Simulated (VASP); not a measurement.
# LiF (P6_3mc) in VASP: a series of runs, part 2 of 2

VASP 6.6.1.

**3. Electric field gradients, PBE**

This run uses another cell than the first one: it holds 32 atoms, not 4.

INCAR reads:

```
SYSTEM = LiF
  PREC = Accurate
  ENCUT = 520
  EDIFF = 1E-8
  ISMEAR = 0
  SIGMA = 0.01
  LREAL = Auto
  LASPH = .TRUE.
  NELM = 60
  ALGO = Normal
  ISIF = 2
  LWAVE = .FALSE.
  LCHARG = .FALSE.
  GGA = PE
  LEFG = .TRUE.
  NBANDS = 102
```

KPOINTS reads:

```
regular mesh
0
G
  4 4 2
  0 0 0
```

POSCAR reads:

```
LiF
1.0
    6.1218796350      0.0000000000      0.0000000000
   -3.0609398175      5.3017032828      0.0000000000
    0.0000000000      0.0000000000      9.6146491400
Li F
16 16
Direct
    0.1666666667      0.3333333333      0.1905771300
    0.1666666667      0.3333333333      0.6905771300
    0.1666666667      0.8333333333      0.1905771300
    0.1666666667      0.8333333333      0.6905771300
    0.6666666667      0.3333333333      0.1905771300
    0.6666666667      0.3333333333      0.6905771300
    0.6666666667      0.8333333333      0.1905771300
    0.6666666667      0.8333333333      0.6905771300
    0.3333333333      0.1666666667      0.4405771300
    0.3333333333      0.1666666667      0.9405771300
    0.3333333333      0.6666666667      0.4405771300
    0.3333333333      0.6666666667      0.9405771300
    0.8333333333      0.1666666667      0.4405771300
    0.8333333333      0.1666666667      0.9405771300
    0.8333333333      0.6666666667      0.4405771300
    0.8333333333      0.6666666667      0.9405771300
    0.1666666667      0.3333333333      0.4969218700
    0.1666666667      0.3333333333      0.9969218700
    0.1666666667      0.8333333333      0.4969218700
    0.1666666667      0.8333333333      0.9969218700
    0.6666666667      0.3333333333      0.4969218700
    0.6666666667      0.3333333333      0.9969218700
    0.6666666667      0.8333333333      0.4969218700
    0.6666666667      0.8333333333      0.9969218700
    0.3333333333      0.1666666667      0.2469218700
    0.3333333333      0.1666666667      0.7469218700
    0.3333333333      0.6666666667      0.2469218700
    0.3333333333      0.6666666667      0.7469218700
    0.8333333333      0.1666666667      0.2469218700
    0.8333333333      0.1666666667      0.7469218700
    0.8333333333      0.6666666667      0.2469218700
    0.8333333333      0.6666666667      0.7469218700
```

Potentials or basis: VASP PAW PBE potentials, release 64 (Li_sv, F).

Run with:

```bash
cat potpaw_PBE.64/Li_sv/POTCAR potpaw_PBE.64/F/POTCAR > POTCAR
mpirun -np 1 vasp_std > vasp.out
```

OUTCAR:

```text
SYSTEM = LiF
   PREC = Accurate
   ENCUT = 520
   EDIFF = 1E-8
   ISMEAR = 0
   LREAL = Auto
   LASPH = .TRUE.
   NELM = 60
   ISIF = 2
   GGA = PE

 ion  position               nearest neighbor table
   1  0.167  0.333  0.191-  25 1.85  27 1.85  29 1.85  18 1.86
   2  0.167  0.333  0.691-  26 1.85  28 1.85  30 1.85  17 1.86
   3  0.167  0.833  0.191-  27 1.85  25 1.85  31 1.85  20 1.86
   4  0.167  0.833  0.691-  28 1.85  26 1.85  32 1.85  19 1.86
   5  0.667  0.333  0.191-  29 1.85  31 1.85  25 1.85  22 1.86
   6  0.667  0.333  0.691-  30 1.85  32 1.85  26 1.85  21 1.86
[... 33 lines left out ...]
 A1 = (   6.1218796350,   0.0000000000,   0.0000000000)
 A2 = (  -3.0609398175,   5.3017032828,   0.0000000000)
 A3 = (   0.0000000000,   0.0000000000,   9.6146491400)

Analysis of symmetry for initial positions (statically):
=====================================================================
 Subroutine PRICEL returns following result:

  LATTYP: Found a hexagonal cell.
 ALAT       =     3.0609398175
 C/A-ratio  =     1.5705387419

  Lattice vectors:

 A1 = (   3.0609398175,   0.0000000000,   0.0000000000)
 A2 = (  -1.5304699087,   2.6508516414,   0.0000000000)
 A3 = (   0.0000000000,   0.0000000000,   4.8073245700)

   8 primitive cells build up your supercell.

 Routine SETGRP: Setting up the symmetry group for a
 hexagonal supercell.

 Subroutine GETGRP returns: Found 12 space group operations
 (whereof  6 operations were pure point group operations)
 out of a pool of 24 trial point group operations.

The static configuration has the point symmetry C_3v.
 The point group associated with its full space group is C_6v.

Analysis of symmetry for dynamics (positions and initial velocities):
=====================================================================
 Subroutine PRICEL returns following result:

  LATTYP: Found a hexagonal cell.
 ALAT       =     3.0609398175
 C/A-ratio  =     1.5705387419

  Lattice vectors:

 A1 = (   3.0609398175,   0.0000000000,   0.0000000000)
 A2 = (  -1.5304699087,   2.6508516414,   0.0000000000)
 A3 = (   0.0000000000,   0.0000000000,   4.8073245700)

   8 primitive cells build up your supercell.

 Routine SETGRP: Setting up the symmetry group for a
 hexagonal supercell.

 Subroutine GETGRP returns: Found 12 space group operations
 (whereof  6 operations were pure point group operations)
 out of a pool of 24 trial point group operations.

The dynamic configuration has the point symmetry C_3v.
 The point group associated with its full space group is C_6v.

 Subroutine INISYM returns: Found 12 space group operations
 (whereof  6 operations are pure point group operations),
 and found     8 'primitive' translations

----------------------------------------------------------------------------------------

                                     Primitive cell

  volume of cell :      39.0071

  direct lattice vectors                    reciprocal lattice vectors
     3.060939817  0.000000000  0.000000000     0.326697047  0.188618628  0.000000000
[... 105 lines left out ...]
 Gauss-broadening in eV      SIGMA  =   0.01
  energy-cutoff  :      520.00
  volume of cell :      312.06
 maximum number of plane-waves:      8484
 NGX is ok and might be reduce to    48

 number of electron     160.0000161 magnetization

 Free energy of the ion-electron system (eV)
  ---------------------------------------------------
  ext. energy  EPLUGINS =         0.00000000
  ---------------------------------------------------
  free energy    TOTEN  =      -154.16436131 eV

  energy without entropy =     -154.16436131  energy(sigma->0) =     -154.16436131

 E-fermi :  -2.3167     XC(G=0):  -8.9127

 val. band max:       -2.3865993581   @ k =   0.0000   0.0000   0.0000
 cond. band min:       5.5230816713   @ k =   0.0000   0.0000   0.0000
 fundamental gap:      7.9096810294
 Fermi energy:        -2.3166773223

 k-point     1 :       0.0000    0.0000    0.0000
  band No.  band energies     occupation
      1     -42.7744      2.00000
      2     -42.7523      2.00000
      3     -42.7523      2.00000
      4     -42.7351      2.00000
      5     -42.7351      2.00000
      6     -42.7351      2.00000
[... 749 lines left out ...]
     91       9.6364      0.00000
     92       9.6364      0.00000
 [bands above 92 left out]

------------------------ aborting loop because EDIFF is reached ----------------------------------------

  FORCE on cell =-STRESS in cart. coord.  units (eV):
  Direction    XX          YY          ZZ          XY          YZ          ZX
  --------------------------------------------------------------------------------------
  -------------------------------------------------------------------------------------
  Total        7.1299243      7.1299243      6.1696587      0.0000000      0.0000000      0.0000000
  in kB       36.6068076     36.6068076     31.6765648      0.0000000      0.0000000      0.0000000
  external PRESSURE =      34.9633933 kB  Pullay stress =       0.0000000 kB

 VOLUME and BASIS-vectors are now :
 -----------------------------------------------------------------------------
  energy-cutoff  :      520.00
  volume of cell :      312.06
      direct lattice vectors                 reciprocal lattice vectors
     6.121879635  0.000000000  0.000000000     0.163348524  0.094309314  0.000000000
    -3.060939817  5.301703283  0.000000000     0.000000000  0.188618628  0.000000000
     0.000000000  0.000000000  9.614649140     0.000000000  0.000000000  0.104007956

 POSITION                                       TOTAL-FORCE (eV/Angst)
 -----------------------------------------------------------------------------------
      0.00000      1.76723      1.83233         0.000000      0.000000     -0.005763
      0.00000      1.76723      6.63966        -0.000000      0.000000     -0.005763
     -1.53047      4.41809      1.83233         0.000000      0.000000     -0.005763
     -1.53047      4.41809      6.63966         0.000000      0.000000     -0.005763
      3.06094      1.76723      1.83233         0.000000      0.000000     -0.005763
      3.06094      1.76723      6.63966         0.000000      0.000000     -0.005763
[... 24 lines left out ...]
      3.06094      3.53447      2.37407         0.000000     -0.000000      0.005763
      3.06094      3.53447      7.18139        -0.000000      0.000000      0.005763
 -----------------------------------------------------------------------------------
    total drift:                                0.000002      0.000014      0.029329

  FREE ENERGIE OF THE ION-ELECTRON SYSTEM (eV)
  ---------------------------------------------------
  free  energy   TOTEN  =      -154.1643613096 eV

  energy  without entropy=     -154.1643613096  energy(sigma->0) =     -154.16436131

 Electric field gradients (V/A^2)
---------------------------------------------------------------------
 ion       V_xx      V_yy      V_zz      V_xy      V_xz      V_yz
---------------------------------------------------------------------
   1      -0.041    -0.039     0.080     0.001     0.000    -0.000
   2      -0.041    -0.039     0.080     0.001     0.000    -0.000
   3      -0.041    -0.039     0.080     0.001     0.000    -0.000
   4      -0.041    -0.039     0.080     0.001     0.000    -0.000
   5      -0.041    -0.039     0.080     0.001     0.000    -0.000
   6      -0.041    -0.039     0.080     0.001     0.000    -0.000
[... 24 lines left out ...]
  31       0.371     0.376    -0.748     0.004     0.000    -0.000
  32       0.371     0.376    -0.748     0.004     0.000    -0.000
---------------------------------------------------------------------

 Electric field gradients after diagonalization (V/A^2)
 (convention: |V_zz| > |V_xx| > |V_yy|)
----------------------------------------------------------------------
 ion       V_xx      V_yy      V_zz     asymmetry (V_yy - V_xx)/ V_zz
----------------------------------------------------------------------
   1      -0.042    -0.038     0.080       0.039
   2      -0.042    -0.038     0.080       0.039
   3      -0.042    -0.038     0.080       0.039
   4      -0.042    -0.038     0.080       0.039
   5      -0.042    -0.038     0.080       0.039
   6      -0.042    -0.038     0.080       0.039
[... 24 lines left out ...]
  31       0.379     0.369    -0.748       0.013
  32       0.379     0.369    -0.748       0.013
----------------------------------------------------------------------

           NMR quadrupolar parameters

 Cq : quadrupolar parameter    Cq=e*Q*V_zz/h
 eta: asymmetry parameters     (V_yy - V_xx)/ V_zz
 Q  : nuclear electric quadrupole moment in mb (millibarn)
----------------------------------------------------------------------
 ion       Cq(MHz)       eta       Q (mb)
----------------------------------------------------------------------
   1       0.000       0.039       1.000
   2       0.000       0.039       1.000
   3       0.000       0.039       1.000
   4       0.000       0.039       1.000
   5       0.000       0.039       1.000
   6       0.000       0.039       1.000
[... 24 lines left out ...]
  31      -0.002       0.013       1.000
  32      -0.002       0.013       1.000
----------------------------------------------------------------------
```

Run time: 7.9 min. Hardware: 1 thread of Intel Xeon Platinum 8259CL at 2.50GHz (Skylake/Cascade Lake), shared host; peak memory 0.47 GiB.

What came out:

| Property | Result |
| --- | --- |
| Free energy | -154.1644 eV |
| Largest force | 0.006 eV/Å |
| Band gap on the k mesh | 7.91 eV |
| Largest electric field gradient by atom | Li +0.1; F -0.7 V/Å² |

Forces on the atoms (eV/Å):
```
Li   0.000  0.000 -0.006
Li   0.000  0.000 -0.006
Li   0.000  0.000 -0.006
Li   0.000  0.000 -0.006
Li   0.000  0.000 -0.006
Li   0.000  0.000 -0.006
Li   0.000  0.000 -0.006
Li   0.000  0.000 -0.006
Li   0.000  0.000 -0.006
Li   0.000  0.000 -0.006
Li   0.000  0.000 -0.006
Li   0.000  0.000 -0.006
Li   0.000  0.000 -0.006
Li   0.000  0.000 -0.006
Li   0.000  0.000 -0.006
Li   0.000  0.000 -0.006
F    0.000  0.000  0.006
F    0.000  0.000  0.006
F    0.000  0.000  0.006
F    0.000  0.000  0.006
F    0.000  0.000  0.006
F    0.000  0.000  0.006
F    0.000  0.000  0.006
F    0.000  0.000  0.006
F    0.000  0.000  0.006
F    0.000  0.000  0.006
F    0.000  0.000  0.006
F    0.000  0.000  0.006
F    0.000  0.000  0.006
F    0.000  0.000  0.006
F    0.000  0.000  0.006
F    0.000  0.000  0.006
```

Electric field gradients, principal values (V/Å²):
| atom | least | middle | greatest (by size) |
| --- | --- | --- | --- |
| 1 Li | -0.038 | -0.042 | 0.080 |
| 2 Li | -0.038 | -0.042 | 0.080 |
| 3 Li | -0.038 | -0.042 | 0.080 |
| 4 Li | -0.038 | -0.042 | 0.080 |
| 5 Li | -0.038 | -0.042 | 0.080 |
| 6 Li | -0.038 | -0.042 | 0.080 |
| 7 Li | -0.038 | -0.042 | 0.080 |
| 8 Li | -0.038 | -0.042 | 0.080 |
| 9 Li | -0.038 | -0.042 | 0.080 |
| 10 Li | -0.038 | -0.042 | 0.080 |
| 11 Li | -0.038 | -0.042 | 0.080 |
| 12 Li | -0.038 | -0.042 | 0.080 |
| 13 Li | -0.038 | -0.042 | 0.080 |
| 14 Li | -0.038 | -0.042 | 0.080 |
| 15 Li | -0.038 | -0.042 | 0.080 |
| 16 Li | -0.038 | -0.042 | 0.080 |
| 17 F | 0.369 | 0.379 | -0.748 |
| 18 F | 0.369 | 0.379 | -0.748 |
| 19 F | 0.369 | 0.379 | -0.748 |
| 20 F | 0.369 | 0.379 | -0.748 |
| 21 F | 0.369 | 0.379 | -0.748 |
| 22 F | 0.369 | 0.379 | -0.748 |
| 23 F | 0.369 | 0.379 | -0.748 |
| 24 F | 0.369 | 0.379 | -0.748 |
| 25 F | 0.369 | 0.379 | -0.748 |
| 26 F | 0.369 | 0.379 | -0.748 |
| 27 F | 0.369 | 0.379 | -0.748 |
| 28 F | 0.369 | 0.379 | -0.748 |
| 29 F | 0.369 | 0.379 | -0.748 |
| 30 F | 0.369 | 0.379 | -0.748 |
| 31 F | 0.369 | 0.379 | -0.748 |
| 32 F | 0.369 | 0.379 | -0.748 |

Caveat: the cutoff is under 1.25 times the usual one of these potentials, so pressure, stress and relaxed cells hold a basis-set (Pulay) error; without QUAD_EFG the Cq values of the log hold for a quadrupole moment of 1 mb, not for the nuclei. A k mesh can miss the band edges.
